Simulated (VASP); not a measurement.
Write the native input for VASP 6.6.1 that does the following.

```
Task                   : single point
Functional             : LDA
Potentials or basis    : VASP PAW LDA potentials, release 64 (Al, Cu)
Cutoff                 : 520 eV
k mesh                 : 6 × 6 × 6
Occupations            : methfessel-paxton, width 0.15 eV
Spin                   : no spin polarisation
Dipole correction      : no
Further INCAR settings : ALGO = Normal; EDIFF = 1e-06; NBANDS = 18
```

The structure of Al3Cu lies in POSCAR:

```
Al3Cu
1.0
    3.9241510000      0.0000000000      0.0000000000
    0.0000000000      3.9241510000      0.0000000000
    0.0000000000      0.0000000000      3.9241510000
Al Cu
3 1
Direct
    0.0000000000      0.5000000000      0.5000000000
    0.5000000000      0.0000000000      0.5000000000
    0.5000000000      0.5000000000      0.0000000000
    0.0000000000      0.0000000000      0.0000000000
```

These files were run (other wordings do the same):

INCAR

```
SYSTEM = Al3Cu
ALGO = Normal ; EDIFF = 1E-6
ENCUT = 520 ; ISIF = 2
ISMEAR = 1 ; LASPH = .True.
LCHARG = .False. ; LREAL = .False.
LWAVE = .False. ; NBANDS = 18
NELM = 60 ; PREC = Accurate
SIGMA = 0.15
```

KPOINTS

```
k-points
0
Gamma
  6 6 6
  0 0 0
```

Potentials or basis: VASP PAW LDA potentials, release 64 (Al, Cu).

The run is started by

```sh
$ cat potpaw_LDA.64/Al/POTCAR potpaw_LDA.64/Cu/POTCAR > POTCAR
$ mpirun -np 1 vasp_std > vasp.out
```

It gave:

- Pressure: -5.1 GPa
- Band gap on the k mesh: zero (band 10 reaches 10.26 eV, above the bottom of band 11 at 6.05 eV)

Wall time 26 s on 1 thread of AMD EPYC 7R13 Processor (Zen 3), with other jobs on the host, peak memory 0.12 GiB.
